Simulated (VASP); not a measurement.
# W (Im-3m) in VASP: further runs

Runs on W. Level: r2SCAN. Tasks: single point, relaxation of volume and atoms at fixed shape.

Everything below comes from runs of VASP 6.6.1. Logs are shortened: lines on timing, memory, paths and dates and some standing lists are left out, and cuts for length are marked.

## 1. The cell of the first run

It takes space group Im-3m (No. 229, cubic). Conventional cell: a = 3.171 Å, b = 3.171 Å, c = 3.171 Å, α = 90.00°, β = 90.00°, γ = 90.00°. Within 3.6 Å of W (site symmetry m-3m) lie 14 W at 2.75 to 3.17 Å.

## 2. Single point, r2SCAN

POSCAR

```
W
1.0
    3.1712068910      0.0000000000      0.0000000000
    0.0000000000      3.1712068910      0.0000000000
    0.0000000000      0.0000000000      3.1712068910
W
2
Direct
    0.0000000000      0.0000000000      0.0000000000
    0.5000000000      0.5000000000      0.5000000000
```

INCAR.step1

```
  PREC = Accurate
  ENCUT = 520
  ISMEAR = -1
  SIGMA = 0.1
  LREAL = False
  LASPH = True
  NELM = 100
  NBANDS = 21
  GGA = PE
  ALGO = Normal
  EDIFF = 1E-4
  LWAVE = True
  LCHARG = False
```

INCAR.step2

```
  PREC = Accurate
  ENCUT = 520
  EDIFF = 1E-6
  ISMEAR = -1
  SIGMA = 0.1
  LREAL = False
  LASPH = True
  NELM = 100
  ALGO = Normal
  ISIF = 2
  LWAVE = False
  LCHARG = False
  METAGGA = R2SCAN
  LMIXTAU = True
  NBANDS = 21
  ISTART = 1
```

KPOINTS

```
Automatic mesh
0
Gamma
  7 7 7
```

Potentials or basis: VASP PAW PBE potentials, release 64 (W_sv).

Started as:

```bash
> cat potpaw_PBE.64/W_sv/POTCAR > POTCAR
> cp INCAR.step1 INCAR
> mpirun -np 1 vasp_std > vasp.out
> cp INCAR.step2 INCAR
> mpirun -np 1 vasp_std > vasp.out
```

OUTCAR:

```text
PREC = Accurate
   ENCUT = 520
   EDIFF = 1E-6
   ISMEAR = -1
   LREAL = False
   LASPH = True
   NELM = 100
   ISIF = 2
   METAGGA = R2SCAN
   ISTART = 1

 ion  position               nearest neighbor table
   1  0.000  0.000  0.000-   2 2.75   2 2.75   2 2.75   2 2.75   2 2.75   2 2.75   2 2.75   2 2.75

   2  0.500  0.500  0.500-   1 2.75   1 2.75   1 2.75   1 2.75   1 2.75   1 2.75   1 2.75   1 2.75

  LATTYP: Found a simple cubic cell.
 ALAT       =     3.1712068910

  Lattice vectors:

 A1 = (   3.1712068910,   0.0000000000,   0.0000000000)
 A2 = (   0.0000000000,   3.1712068910,   0.0000000000)
 A3 = (   0.0000000000,   0.0000000000,   3.1712068910)

Analysis of symmetry for initial positions (statically):
=====================================================================
 Subroutine PRICEL returns following result:

  LATTYP: Found a body centered cubic cell.
 ALAT       =     3.1712068910

  Lattice vectors:

 A1 = (   1.5856034455,   1.5856034455,  -1.5856034455)
 A2 = (  -1.5856034455,   1.5856034455,   1.5856034455)
 A3 = (   1.5856034455,  -1.5856034455,   1.5856034455)

   2 primitive cells build up your supercell.

 Routine SETGRP: Setting up the symmetry group for a
 simple cubic supercell.

 Subroutine GETGRP returns: Found 48 space group operations
 (whereof 48 operations were pure point group operations)
 out of a pool of 48 trial point group operations.

The static configuration has the point symmetry O_h .

Analysis of symmetry for dynamics (positions and initial velocities):
=====================================================================
 Subroutine PRICEL returns following result:

  LATTYP: Found a body centered cubic cell.
 ALAT       =     3.1712068910

  Lattice vectors:

 A1 = (   1.5856034455,   1.5856034455,  -1.5856034455)
 A2 = (  -1.5856034455,   1.5856034455,   1.5856034455)
 A3 = (   1.5856034455,  -1.5856034455,   1.5856034455)

   2 primitive cells build up your supercell.

 Routine SETGRP: Setting up the symmetry group for a
 simple cubic supercell.

 Subroutine GETGRP returns: Found 48 space group operations
 (whereof 48 operations were pure point group operations)
 out of a pool of 48 trial point group operations.

The dynamic configuration has the point symmetry O_h .

 Subroutine INISYM returns: Found 48 space group operations
 (whereof 48 operations are pure point group operations),
 and found     2 'primitive' translations

----------------------------------------------------------------------------------------

                                     Primitive cell

  volume of cell :      15.9457

  direct lattice vectors                    reciprocal lattice vectors
     1.585603446  1.585603446 -1.585603445     0.315337357  0.315337357  0.000000000
    -1.585603446  1.585603445  1.585603445    -0.000000000  0.315337357  0.315337357
     1.585603446 -1.585603445  1.585603446     0.315337357  0.000000000  0.315337357

  length of vectors
     2.746345728  2.746345728  2.746345728     0.445954367  0.445954367  0.445954367

  position of ions in fractional coordinates (direct lattice)
     0.000000000  0.000000000  0.000000000

  ion indices of the primitive-cell ions
   primitive index   ion index
                 1           1

----------------------------------------------------------------------------------------

 KPOINTS: Automatic mesh

Automatic generation of k-mesh.
 Grid dimensions read from file:
 generate k-points for:    7    7    7

 Generating k-lattice:

  Cartesian coordinates                     Fractional coordinates (reciprocal lattice)
     0.045048194  0.000000000  0.000000000     0.142857143  0.000000000  0.000000000
     0.000000000  0.045048194  0.000000000     0.000000000  0.142857143  0.000000000
     0.000000000  0.000000000  0.045048194     0.000000000  0.000000000  0.142857143

  Length of vectors
     0.045048194  0.045048194  0.045048194

  Shift w.r.t. Gamma in fractional coordinates (k-lattice)
     0.000000000  0.000000000  0.000000000

 Subroutine IBZKPT returns following result:
 ===========================================

 Found     20 irreducible k-points:

 Following reciprocal coordinates:
            Coordinates               Weight
  0.000000  0.000000  0.000000      1.000000
  0.142857  0.000000  0.000000      6.000000
  0.285714  0.000000  0.000000      6.000000
  0.428571  0.000000  0.000000      6.000000
  0.142857  0.142857  0.000000     12.000000
  0.285714  0.142857  0.000000     24.000000
[... 12 lines left out ...]
  0.428571  0.428571  0.285714     24.000000
  0.428571  0.428571  0.428571      8.000000
   k-points           NKPTS =     20   k-points in BZ     NKDIM =     20   number of bands    NBANDS=     21
   number of dos      NEDOS =    301   number of ions     NIONS =      2
   total plane-waves  NPLWV =  13824
   dimension x,y,z NGX =    24 NGY =   24 NGZ =   24
   dimension x,y,z NGXF=    48 NGYF=   48 NGZF=   48
   ions per type =               2
   NGX,Y,Z   is equivalent  to a cutoff of  12.58, 12.58, 12.58 a.u.
   NGXF,Y,Z  is equivalent  to a cutoff of  25.16, 25.16, 25.16 a.u.
 SYSTEM =  unknown system
   PREC   = accura    normal or accurate (medium, high low for compatibility)
   ISTART =      1    job   : 0-new  1-cont  2-samecut
   ICHARG =      0    charge: 1-file 2-atom 10-const
   ISPIN  =      1    spin polarized calculation?
   LNONCOLLINEAR =      F non collinear calculations
   LSORBIT =      F    spin-orbit coupling
   LASPH  =      T    aspherical Exc in radial PAW
   ENCUT  =  520.0 eV  38.22 Ry    6.18 a.u.   5.90  5.90  5.90*2*pi/ulx,y,z
   NELM   =    100;   NELMIN=  2; NELMDL=  0     # of ELM steps
   EDIFF  = 0.1E-05   stopping-criterion for ELM
   LREAL  =      F    real-space projection
   EDIFFG = 0.1E-04   stopping-criterion for IOM
   NSW    =      0    number of steps for IOM
   IBRION =     -1    ionic relax: 0-MD 1-quasi-New 2-CG
   NFREE  =      0    steps in history (QN), initial steepest desc. (CG)
   ISIF   =      2    stress and relaxation
   ISYM   =      2    0-nonsym 1-usesym 2-fastsym
   POTIM  = 0.5000    time-step for ionic-motion
   TEBEG  =    0.0;   TEEND  =   0.0 temperature during run
   PSTRESS=    0.0 pullay stress
   NELECT =      28.0000    total number of electrons
   NUPDOWN=      -1.0000    fix difference up-down
   EMIN   =  10.00;   EMAX   =-10.00  energy-range for DOS
   EFERMI =   0.00;   METHOD = LEGACY
   ISMEAR =    -1;   SIGMA  =   0.10  broadening in eV -4-tet -1-fermi 0-gaus
   EFERMI_NEDOS =   21; number of points for ismear=-14 and -15
   IALGO  =     38    algorithm
   IMIX   =      4    mixing-type and parameters
     AMIX     =   0.40;   BMIX     =  1.00
     AMIX_MAG =   1.60;   BMIX_MAG =  1.00
  volume/ion in A,a.u.               =      15.95       107.61
  Fermi-wavevector in a.u.,A,eV,Ry     =   1.567604  2.962341 33.434701  2.457381
  Thomas-Fermi vector in A             =   2.669759
   LORBIT       =      0    0 simple, 1 ext, 2 COOP (PROOUT), +10 PAW based schemes
   METAGGA = R2SCAN    functional components
   LHFCALC =     F    Hartree Fock is set to
   AEXX    =    0.0000 exact exchange contribution
   IVDW    =     0    specifies the selected vdW correction
   LEPSILON=     F    determine dielectric tensor
   LRPA    =     F    only Hartree local field effects (RPA)
 non-spin polarized calculation
  energy-cutoff  :      520.00
  volume of cell :       31.89
 maximum number of plane-waves:       876
 NGX is ok and might be reduce to    24
   NGX = 11   NGY = 11   NGZ = 11

 number of electron      27.9999997 magnetization

 Free energy of the ion-electron system (eV)
  ---------------------------------------------------
  ext. energy  EPLUGINS =         0.00000000
  ---------------------------------------------------
  free energy    TOTEN  =      -102.68955857 eV

  energy without entropy =     -102.65000509  energy(sigma->0) =     -102.66978183

 E-fermi :  11.2356     XC(G=0): -14.9239

 val. band max:       11.1711104574   @ k =   0.1429   0.1429   0.1429
 cond. band min:      11.2393541294   @ k =   0.2857   0.0000   0.0000
 fundamental gap:      0.0682436719
 Fermi energy:        11.2356020480

 k-point     1 :       0.0000    0.0000    0.0000
  band No.  band energies     occupation
      1     -64.9303      2.00000
      2     -64.6740      2.00000
      3     -28.7366      2.00000
      4     -28.7366      2.00000
      5     -28.7366      2.00000
      6     -27.7977      2.00000
[... 13 lines left out ...]
     20      19.6986      0.00000
     21      19.6986      0.00000

 k-point     2 :       0.1429    0.0000    0.0000
  band No.  band energies     occupation
      1     -64.9160      2.00000
      2     -64.6850      2.00000
      3     -28.7370      2.00000
      4     -28.6888      2.00000
      5     -28.6888      2.00000
      6     -27.8954      2.00000
[... 13 lines left out ...]
     20      18.2608      0.00000
     21      21.9610      0.00000

 k-point     3 :       0.2857    0.0000    0.0000
  band No.  band energies     occupation
      1     -64.8767      2.00000
      2     -64.7166      2.00000
      3     -28.7128      2.00000
      4     -28.5556      2.00000
      5     -28.5556      2.00000
      6     -28.1368      2.00000
[... 13 lines left out ...]
     20      15.9997      0.00000
     21      25.7040      0.00000
[... 361 lines left out ...]
 k-point    19 :       0.4286    0.4286    0.2857
  band No.  band energies     occupation
      1     -64.7817      2.00000
      2     -64.7738      2.00000
      3     -28.8962      2.00000
      4     -28.8774      2.00000
      5     -28.4693      2.00000
      6     -28.3225      2.00000
[... 13 lines left out ...]
     20      20.0612      0.00000
     21      20.8670      0.00000

 k-point    20 :       0.4286    0.4286    0.4286
  band No.  band energies     occupation
      1     -64.7758      2.00000
      2     -64.7730      2.00000
      3     -28.7419      2.00000
      4     -28.6135      2.00000
      5     -28.6135      2.00000
      6     -28.3196      2.00000
[... 13 lines left out ...]
     20      19.2470      0.00000
     21      21.9367      0.00000

------------------------ aborting loop because EDIFF is reached ----------------------------------------

  FORCE on cell =-STRESS in cart. coord.  units (eV):
  Direction    XX          YY          ZZ          XY          YZ          ZX
  --------------------------------------------------------------------------------------
  -------------------------------------------------------------------------------------
  Total        0.2375239      0.2375239      0.2375239      0.0000000      0.0000000     -0.0000000
  in kB       11.9328511     11.9328511     11.9328511      0.0000000      0.0000000     -0.0000000
  external PRESSURE =      11.9328511 kB  Pullay stress =       0.0000000 kB

 VOLUME and BASIS-vectors are now :
 -----------------------------------------------------------------------------
  energy-cutoff  :      520.00
  volume of cell :       31.89
      direct lattice vectors                 reciprocal lattice vectors
     3.171206891  0.000000000  0.000000000     0.315337357  0.000000000  0.000000000
     0.000000000  3.171206891  0.000000000     0.000000000  0.315337357  0.000000000
     0.000000000  0.000000000  3.171206891     0.000000000  0.000000000  0.315337357

 POSITION                                       TOTAL-FORCE (eV/Angst)
 -----------------------------------------------------------------------------------
      0.00000      0.00000      0.00000         0.000000      0.000000      0.000000
      1.58560      1.58560      1.58560        -0.000000     -0.000000     -0.000000
 -----------------------------------------------------------------------------------
    total drift:                                0.000000      0.000000     -0.000000

  FREE ENERGIE OF THE ION-ELECTRON SYSTEM (eV)
  ---------------------------------------------------
  free  energy   TOTEN  =      -102.6895585724 eV

  energy  without entropy=     -102.6500050874  energy(sigma->0) =     -102.66978183
```

Wall time 17 s (1 thread of Intel Xeon 6975P-C (Granite Rapids), shared host); peak memory 0.14 GiB.

What came out:

```yaml
Free_energy: -102.6896 eV
Pressure: 1.2 GPa
Band_gap_on_the_k_mesh: zero (band 14 reaches 11.35 eV, above the bottom of band 15 at 11.15 eV)
```

Levels at points of the mesh, in eV from the Fermi level:
| k point | band 12 | band 13 | band 14 | band 15 | band 16 | band 17 |
| --- | --- | --- | --- | --- | --- | --- |
| (0.00, 0.00, 0.00) | -1.31 | -1.31 | -1.31 | 2.51 | 2.51 | 5.26 |

Caveat: the PAW data sets were made with another functional, which shifts forces and pressure a little; spin-orbit coupling is left out, which moves the levels of the heavy elements.

(Continued in part 2 of 2.)
